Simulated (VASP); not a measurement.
# Mg5CdSe6 in VASP: a series of runs

The runs below take Mg5CdSe6 through single point, with PBE.

All numbers are computed with VASP 6.6.1; they aren't measurements. Logs are shortened: lines on timing, memory, paths and dates and some standing lists are left out, and cuts for length are marked.

### 1 The cell of the first run

The structure is tetragonal, space group P-4m2 (No. 115). The conventional cell has a = 4.270 Å, b = 4.270 Å, c = 18.027 Å, α = 90.00°, β = 90.00°, γ = 90.00°. Within 3.4 Å of Mg (site symmetry 2mm) lie 4 Se at 2.60 Å. Mg (site symmetry 2mm) has 4 Se at 2.59 to 2.60 Å within 3.4 Å. Within 3.4 Å of Mg (site symmetry -4m2) lie 4 Se at 2.60 Å. Within 3.5 Å of Cd (site symmetry -4m2) lie 4 Se at 2.67 Å. Se (site symmetry 2mm) has 4 Mg at 2.60 Å within 3.4 Å. Within 3.4 Å of Se (site symmetry 2mm) lie 2 Mg at 2.59 Å and 2 Cd at 2.67 Å. Se (site symmetry 2mm) has 4 Mg at 2.60 Å within 3.4 Å.

### 2 Single point, PBE

INCAR reads:

```
SYSTEM = Mg5CdSe6
PREC = Accurate
ENCUT = 520
EDIFF = 1E-6
ISMEAR = 0
SIGMA = 0.1
LREAL = .FALSE.
LASPH = .TRUE.
NELM = 60
ALGO = Normal
ISIF = 2
LWAVE = .FALSE.
LCHARG = .FALSE.
GGA = PE
NBANDS = 41
```

KPOINTS reads:

```
Automatic mesh
0
G
  4 4 1
  0 0 0
```

POSCAR reads:

```
Mg5CdSe6
1.0
    4.2700588000      0.0000000000      0.0000000000
    0.0000000000      4.2700588000      0.0000000000
    0.0000000000      0.0000000000     18.0273042000
Mg Cd Se
5 1 6
Direct
    0.0000000000      0.0000000000      0.6645890000
    0.5000000000      0.5000000000      0.8292230000
    0.5000000000      0.5000000000      0.1707770000
    0.0000000000      0.0000000000      0.3354110000
    0.5000000000      0.5000000000      0.5000000000
    0.0000000000      0.0000000000      0.0000000000
    0.5000000000      0.0000000000      0.7469050000
    0.0000000000      0.5000000000      0.9108540000
    0.5000000000      0.0000000000      0.0891460000
    0.0000000000      0.5000000000      0.2530950000
    0.5000000000      0.0000000000      0.4177070000
    0.0000000000      0.5000000000      0.5822930000
```

Potentials or basis: VASP PAW PBE potentials, release 64 (Mg, Cd, Se).

Started as:

```bash
cat potpaw_PBE.64/Mg/POTCAR potpaw_PBE.64/Cd/POTCAR potpaw_PBE.64/Se/POTCAR > POTCAR
mpirun -np 1 vasp_std > vasp.out
```

OUTCAR:

```text
SYSTEM = Mg5CdSe6
   PREC = Accurate
   ENCUT = 520
   EDIFF = 1E-6
   ISMEAR = 0
   LREAL = .FALSE.
   LASPH = .TRUE.
   NELM = 60
   ISIF = 2
   GGA = PE

 ion  position               nearest neighbor table
   1  0.000  0.000  0.665-  12 2.60  12 2.60   7 2.60   7 2.60
   2  0.500  0.500  0.829-   8 2.59   8 2.59   7 2.60   7 2.60
   3  0.500  0.500  0.171-   9 2.59   9 2.59  10 2.60  10 2.60
   4  0.000  0.000  0.335-  11 2.60  11 2.60  10 2.60  10 2.60
   5  0.500  0.500  0.500-  11 2.60  12 2.60  11 2.60  12 2.60
   6  0.000  0.000  0.000-   8 2.67   9 2.67   8 2.67   9 2.67
   7  0.500  0.000  0.747-   1 2.60   1 2.60   2 2.60   2 2.60
   8  0.000  0.500  0.911-   2 2.59   2 2.59   6 2.67   6 2.67
   9  0.500  0.000  0.089-   3 2.59   3 2.59   6 2.67   6 2.67
  10  0.000  0.500  0.253-   4 2.60   4 2.60   3 2.60   3 2.60
  11  0.500  0.000  0.418-   5 2.60   5 2.60   4 2.60   4 2.60
  12  0.000  0.500  0.582-   5 2.60   5 2.60   1 2.60   1 2.60

  LATTYP: Found a simple tetragonal cell.
 ALAT       =     4.2700588000
 C/A-ratio  =     4.2217929645

  Lattice vectors:

 A1 = (   4.2700588000,   0.0000000000,   0.0000000000)
 A2 = (   0.0000000000,   4.2700588000,   0.0000000000)
 A3 = (   0.0000000000,   0.0000000000,  18.0273042000)

Analysis of symmetry for initial positions (statically):
=====================================================================
 Subroutine PRICEL returns:
 Original cell was already a primitive cell.

 Routine SETGRP: Setting up the symmetry group for a
 simple tetragonal supercell.

 Subroutine GETGRP returns: Found  8 space group operations
 (whereof  8 operations were pure point group operations)
 out of a pool of 16 trial point group operations.

The static configuration has the point symmetry D_2d.

Analysis of symmetry for dynamics (positions and initial velocities):
=====================================================================
 Subroutine PRICEL returns:
 Original cell was already a primitive cell.

 Routine SETGRP: Setting up the symmetry group for a
 simple tetragonal supercell.

 Subroutine GETGRP returns: Found  8 space group operations
 (whereof  8 operations were pure point group operations)
 out of a pool of 16 trial point group operations.

The dynamic configuration has the point symmetry D_2d.

 Subroutine INISYM returns: Found  8 space group operations
 (whereof  8 operations are pure point group operations),
 and found     1 'primitive' translations

----------------------------------------------------------------------------------------

                                     Primitive cell

  volume of cell :     328.6991

  direct lattice vectors                    reciprocal lattice vectors
     4.270058800  0.000000000  0.000000000     0.234188813  0.000000000  0.000000000
     0.000000000  4.270058800  0.000000000     0.000000000  0.234188813  0.000000000
     0.000000000  0.000000000 18.027304200     0.000000000  0.000000000  0.055471411

  length of vectors
     4.270058800  4.270058800 18.027304200     0.234188813  0.234188813  0.055471411

  position of ions in fractional coordinates (direct lattice)
     0.000000000  0.000000000  0.664589000
     0.500000000  0.500000000  0.829223000
     0.500000000  0.500000000  0.170777000
     0.000000000  0.000000000  0.335411000
     0.500000000  0.500000000  0.500000000
     0.000000000  0.000000000  0.000000000
     0.500000000  0.000000000  0.746905000
     0.000000000  0.500000000  0.910854000
     0.500000000  0.000000000  0.089146000
     0.000000000  0.500000000  0.253095000
     0.500000000  0.000000000  0.417707000
     0.000000000  0.500000000  0.582293000

  ion indices of the primitive-cell ions
   primitive index   ion index
                 1           1
                 2           2
                 3           3
                 4           4
                 5           5
                 6           6
                 7           7
                 8           8
                 9           9
                10          10
                11          11
                12          12

----------------------------------------------------------------------------------------

 KPOINTS: Automatic mesh

Automatic generation of k-mesh.
 Grid dimensions read from file:
 generate k-points for:    4    4    1

 Generating k-lattice:

  Cartesian coordinates                     Fractional coordinates (reciprocal lattice)
     0.058547203  0.000000000  0.000000000     0.250000000  0.000000000  0.000000000
     0.000000000  0.058547203  0.000000000     0.000000000  0.250000000  0.000000000
     0.000000000  0.000000000  0.055471411     0.000000000  0.000000000  1.000000000

  Length of vectors
     0.058547203  0.058547203  0.055471411

  Shift w.r.t. Gamma in fractional coordinates (k-lattice)
     0.000000000  0.000000000  0.000000000

 Subroutine IBZKPT returns following result:
 ===========================================

 Found      6 irreducible k-points:

 Following reciprocal coordinates:
            Coordinates               Weight
  0.000000  0.000000  0.000000      1.000000
  0.250000  0.000000  0.000000      4.000000
  0.500000  0.000000  0.000000      2.000000
  0.250000  0.250000  0.000000      4.000000
  0.500000  0.250000  0.000000      4.000000
  0.500000  0.500000  0.000000      1.000000
   k-points           NKPTS =      6   k-points in BZ     NKDIM =      6   number of bands    NBANDS=     41
   number of dos      NEDOS =    301   number of ions     NIONS =     12
   total plane-waves  NPLWV = 143360
   dimension x,y,z NGX =    32 NGY =   32 NGZ =  140
   dimension x,y,z NGXF=    64 NGYF=   64 NGZF=  280
   ions per type =               5   1   6
   NGX,Y,Z   is equivalent  to a cutoff of  12.46, 12.46, 12.91 a.u.
   NGXF,Y,Z  is equivalent  to a cutoff of  24.92, 24.92, 25.82 a.u.
 SYSTEM =  Mg5CdSe6
   PREC   = accura    normal or accurate (medium, high low for compatibility)
   ISTART =      0    job   : 0-new  1-cont  2-samecut
   ICHARG =      2    charge: 1-file 2-atom 10-const
   ISPIN  =      1    spin polarized calculation?
   LNONCOLLINEAR =      F non collinear calculations
   LSORBIT =      F    spin-orbit coupling
   LASPH  =      T    aspherical Exc in radial PAW
   ENCUT  =  520.0 eV  38.22 Ry    6.18 a.u.   7.94  7.94 33.52*2*pi/ulx,y,z
   NELM   =     60;   NELMIN=  2; NELMDL= -5     # of ELM steps
   EDIFF  = 0.1E-05   stopping-criterion for ELM
   LREAL  =      F    real-space projection
   EDIFFG = 0.1E-04   stopping-criterion for IOM
   NSW    =      0    number of steps for IOM
   IBRION =     -1    ionic relax: 0-MD 1-quasi-New 2-CG
   NFREE  =      0    steps in history (QN), initial steepest desc. (CG)
   ISIF   =      2    stress and relaxation
   ISYM   =      2    0-nonsym 1-usesym 2-fastsym
   POTIM  = 0.5000    time-step for ionic-motion
   TEBEG  =    0.0;   TEEND  =   0.0 temperature during run
   PSTRESS=    0.0 pullay stress
   NELECT =      58.0000    total number of electrons
   NUPDOWN=      -1.0000    fix difference up-down
   EMIN   =  10.00;   EMAX   =-10.00  energy-range for DOS
   EFERMI =   0.00;   METHOD = LEGACY
   ISMEAR =     0;   SIGMA  =   0.10  broadening in eV -4-tet -1-fermi 0-gaus
   EFERMI_NEDOS =   21; number of points for ismear=-14 and -15
   IALGO  =     38    algorithm
   IMIX   =      4    mixing-type and parameters
     AMIX     =   0.40;   BMIX     =  1.00
     AMIX_MAG =   1.60;   BMIX_MAG =  1.00
  volume/ion in A,a.u.               =      27.39       184.85
  Fermi-wavevector in a.u.,A,eV,Ry     =   0.918230  1.735203 11.471694  0.843146
  Thomas-Fermi vector in A             =   2.043288
   LORBIT       =      0    0 simple, 1 ext, 2 COOP (PROOUT), +10 PAW based schemes
   GGA     = PE    functional components
   LHFCALC =     F    Hartree Fock is set to
   AEXX    =    0.0000 exact exchange contribution
   IVDW    =     0    specifies the selected vdW correction
   LEPSILON=     F    determine dielectric tensor
   LRPA    =     F    only Hartree local field effects (RPA)
 non-spin polarized calculation
 Gauss-broadening in eV      SIGMA  =   0.10
  energy-cutoff  :      520.00
  volume of cell :      328.70
 maximum number of plane-waves:      8936
 NGX is ok and might be reduce to    32
   NGX = 15   NGY = 15   NGZ = 67

 number of electron      57.9999993 magnetization

 Free energy of the ion-electron system (eV)
  ---------------------------------------------------
  ext. energy  EPLUGINS =         0.00000000
  ---------------------------------------------------
  free energy    TOTEN  =       -43.02968476 eV

  energy without entropy =      -43.02968476  energy(sigma->0) =      -43.02968476

 E-fermi :   1.1180     XC(G=0):  -8.1898

 val. band max:        0.6470074923   @ k =   0.0000   0.0000   0.0000
 cond. band min:       2.6360798716   @ k =   0.0000   0.0000   0.0000
 fundamental gap:      1.9890723793
 Fermi energy:         1.1179836372

 k-point     1 :       0.0000    0.0000    0.0000
  band No.  band energies     occupation
      1     -11.1363      2.00000
      2     -10.9863      2.00000
      3     -10.9732      2.00000
      4     -10.7055      2.00000
      5     -10.5961      2.00000
      6     -10.4342      2.00000
[... 33 lines left out ...]
     40       6.4643      0.00000
     41       7.3672      0.00000

 k-point     2 :       0.2500    0.0000    0.0000
  band No.  band energies     occupation
      1     -10.9845      2.00000
      2     -10.8651      2.00000
      3     -10.8423      2.00000
      4     -10.6576      2.00000
      5     -10.5565      2.00000
      6     -10.4424      2.00000
[... 165 lines left out ...]
     40       6.7811      0.00000
     41       6.8186      0.00000

 k-point     6 :       0.5000    0.5000    0.0000
  band No.  band energies     occupation
      1     -10.6200      2.00000
      2     -10.6200      2.00000
      3     -10.4108      2.00000
      4     -10.4108      2.00000
      5     -10.4068      2.00000
      6     -10.4068      2.00000
[... 33 lines left out ...]
     40       6.5070      0.00000
     41       6.6938      0.00000

------------------------ aborting loop because EDIFF is reached ----------------------------------------

  FORCE on cell =-STRESS in cart. coord.  units (eV):
  Direction    XX          YY          ZZ          XY          YZ          ZX
  --------------------------------------------------------------------------------------
  -------------------------------------------------------------------------------------
  Total        0.1196661      0.1196661     -0.1092031      0.0000000      0.0000000      0.0000000
  in kB        0.5832883      0.5832883     -0.5322884      0.0000000      0.0000000      0.0000000
  external PRESSURE =       0.2114294 kB  Pullay stress =       0.0000000 kB

 VOLUME and BASIS-vectors are now :
 -----------------------------------------------------------------------------
  energy-cutoff  :      520.00
  volume of cell :      328.70
      direct lattice vectors                 reciprocal lattice vectors
     4.270058800  0.000000000  0.000000000     0.234188813  0.000000000  0.000000000
     0.000000000  4.270058800  0.000000000     0.000000000  0.234188813  0.000000000
     0.000000000  0.000000000 18.027304200     0.000000000  0.000000000  0.055471411

 POSITION                                       TOTAL-FORCE (eV/Angst)
 -----------------------------------------------------------------------------------
      0.00000      0.00000     11.98075         0.000000      0.000000      0.000729
      2.13503      2.13503     14.94866         0.000000     -0.000000      0.004746
      2.13503      2.13503      3.07865         0.000000     -0.000000     -0.004746
      0.00000      0.00000      6.04656         0.000000      0.000000     -0.000729
      2.13503      2.13503      9.01365         0.000000      0.000000     -0.000000
      0.00000      0.00000      0.00000         0.000000      0.000000     -0.000000
      2.13503      0.00000     13.46468         0.000000      0.000000     -0.000565
      0.00000      2.13503     16.42024         0.000000      0.000000     -0.045415
      2.13503      0.00000      1.60706         0.000000      0.000000      0.045415
      0.00000      2.13503      4.56262        -0.000000      0.000000      0.000565
      2.13503      0.00000      7.53013        -0.000000      0.000000      0.000470
      0.00000      2.13503     10.49717         0.000000      0.000000     -0.000470
 -----------------------------------------------------------------------------------
    total drift:                                0.000000      0.000000     -0.000000

  FREE ENERGIE OF THE ION-ELECTRON SYSTEM (eV)
  ---------------------------------------------------
  free  energy   TOTEN  =       -43.0296847597 eV

  energy  without entropy=      -43.0296847597  energy(sigma->0) =      -43.02968476
```

Wall time 2.5 min (1 thread of Intel Xeon Platinum 8488C (Sapphire Rapids), shared host); peak memory 0.4 GiB.

What came out:

* Free energy: -43.0297 eV
* Pressure: 0.0 GPa
* Largest force: 0.045 eV/Å
* Band gap on the k mesh: 1.99 eV

Forces in eV/Å, atoms in the order of the input:
```
Mg   0.000  0.000  0.001
Mg   0.000  0.000  0.005
Mg   0.000  0.000 -0.005
Mg   0.000  0.000 -0.001
Mg   0.000  0.000  0.000
Cd   0.000  0.000  0.000
Se   0.000  0.000 -0.001
Se   0.000  0.000 -0.045
Se   0.000  0.000  0.045
Se   0.000  0.000  0.001
Se   0.000  0.000  0.000
Se   0.000  0.000  0.000
```

Stress tensor (GPa, compression positive):
```
 0.06  0.00  0.00
 0.00  0.06  0.00
 0.00  0.00 -0.05
```

(Part 1 of 2 ends here.)
